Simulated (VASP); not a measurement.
Wanted: the native input for a VASP 6.6.1 run.

```yaml
Task: density of states
Functional: PBE
Potentials_or_basis: VASP PAW PBE potentials, release 64 (Si, S)
Cutoff: 520 eV
k_mesh: 10 × 10 × 18
Occupations: gaussian, width 0.1 eV
Spin: no spin polarisation
Dipole_correction: no
k_mesh_for_the_DOS: 15 × 15 × 27
Occupations_for_the_DOS: tetrahedron
Further_INCAR_settings: ALGO = Normal; EDIFF = 1e-06; NBANDS = 19
```

The system is SiS3.

```xyz
4
Lattice="2.4101 -5.7178 0.0000 2.4101 5.7178 0.0000 0.0000 0.0000 2.4778" Properties=species:S:1:pos:R:3 pbc="T T T"
Si    2.4101    0.0000    0.0000
S     0.0000    0.0000    0.0000
S     2.4101    2.5502    0.0000
S     2.4101   -2.5502    0.0000
```

The input as run:

POSCAR

```
SiS3
1.0
    2.4100595143     -5.7178123097      0.0000000000
    2.4100595143      5.7178123097      0.0000000000
    0.0000000000      0.0000000000      2.4778326125
Si S
1 3
Direct
    0.5000000000      0.5000000000      0.0000000000
    0.0000000000      0.0000000000      0.0000000000
    0.2769939284      0.7230060716      0.0000000000
    0.7230060716      0.2769939284      0.0000000000
```

INCAR.step1

```
SYSTEM = SiS3
PREC = Accurate ; ENCUT = 520
EDIFF = 1E-6 ; ISMEAR = 0
SIGMA = 0.1 ; LREAL = .False.
LASPH = .True. ; NELM = 60
ALGO = Normal ; ISIF = 2
LWAVE = .False. ; LCHARG = .True.
GGA = PE ; NBANDS = 19
```

KPOINTS.step1

```
regular mesh
0
Gamma
  10 10 18
  0 0 0
```

INCAR.step2

```
SYSTEM = SiS3
PREC = Accurate ; ENCUT = 520
EDIFF = 1E-6 ; ISMEAR = -5
SIGMA = 0.1 ; LREAL = .False.
LASPH = .True. ; NELM = 60
ALGO = Normal ; ISIF = 2
LWAVE = .False. ; LCHARG = .False.
GGA = PE ; LORBIT = 10
NBANDS = 19 ; NEDOS = 2001
ICHARG = 11
```

KPOINTS.step2

```
regular mesh
0
Gamma
  15 15 27
  0 0 0
```

Potentials or basis: VASP PAW PBE potentials, release 64 (Si, S).

The run is started by

```console
$ cat potpaw_PBE.64/Si/POTCAR potpaw_PBE.64/S/POTCAR > POTCAR
$ cp INCAR.step1 INCAR
$ cp KPOINTS.step1 KPOINTS
$ mpirun -np 1 vasp_std > vasp.out
$ cp INCAR.step2 INCAR
$ cp KPOINTS.step2 KPOINTS
$ mpirun -np 1 vasp_std > vasp.out
```

It gave:

| Property | Result |
| --- | --- |
| Valence electrons inside the program's atomic spheres | Si 1.50; S 3.65, 3.54 |

It took 5.5 min on 1 thread of Intel(R) Xeon(R) Platinum 8559C (Emerald Rapids) (shared host), peak memory 0.89 GiB.
